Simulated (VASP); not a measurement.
Set up this calculation in VASP 6.6.1, as the native input.

```
Task                   : single point
Functional             : r2SCAN
Potentials or basis    : VASP PAW PBE potentials, release 64 (Na_pv, H)
Cutoff                 : 520 eV
k mesh                 : 8 × 8 × 8
Occupations            : gaussian, width 0.01 eV
Spin                   : no spin polarisation
Dipole correction      : no
Further INCAR settings : ALGO = Normal; EDIFF = 1e-07; NBANDS = 11
```

Crystal: NaH.

```
CELL_PARAMETERS angstrom
0.00000 2.39751 2.39751
2.39751 0.00000 2.39751
2.39751 2.39751 0.00000
ATOMIC_POSITIONS crystal
Na 0.00000 0.00000 0.00000
H 0.50000 0.50000 0.50000
```

These files were run (other wordings do the same):

POSCAR

```
NaH
1.0
    0.0000000000      2.3975116394      2.3975116394
    2.3975116394      0.0000000000      2.3975116394
    2.3975116394      2.3975116394      0.0000000000
Na H
1 1
Direct
    0.0000000000      0.0000000000      0.0000000000
    0.5000000000      0.5000000000      0.5000000000
```

INCAR.step1

```
PREC = Accurate
ENCUT = 520
ISMEAR = 0
SIGMA = 0.01
LREAL = F
LASPH = T
NELM = 60
NBANDS = 11
GGA = PE
ALGO = Normal
EDIFF = 1E-4
LWAVE = T
LCHARG = F
```

INCAR.step2

```
PREC = Accurate
ENCUT = 520
EDIFF = 1E-7
ISMEAR = 0
SIGMA = 0.01
LREAL = F
LASPH = T
NELM = 60
ALGO = Normal
ISIF = 2
LWAVE = F
LCHARG = T
METAGGA = R2SCAN
LMIXTAU = T
LELF = T
LVHAR = T
NBANDS = 11
ISTART = 1
```

KPOINTS

```
Automatic mesh
0
Gamma
  8 8 8
```

Potentials or basis: VASP PAW PBE potentials, release 64 (Na_pv, H).

The run is started by

```sh
$ cat potpaw_PBE.64/Na_pv/POTCAR potpaw_PBE.64/H/POTCAR > POTCAR
$ cp INCAR.step1 INCAR
$ mpirun -np 1 vasp_std > vasp.out
$ cp INCAR.step2 INCAR
$ mpirun -np 1 vasp_std > vasp.out
```

Results of the run:

The pressure is -0.3 GPa and the band gap on the k mesh is 4.41 eV, indirect (least direct gap 5.26 eV).

Caveat: the PAW data sets were made with another functional, which shifts forces and pressure a little.

It took 24 s on 1 thread of Intel(R) Xeon(R) 6975P-C (Granite Rapids) (shared host), peak memory 0.15 GiB.
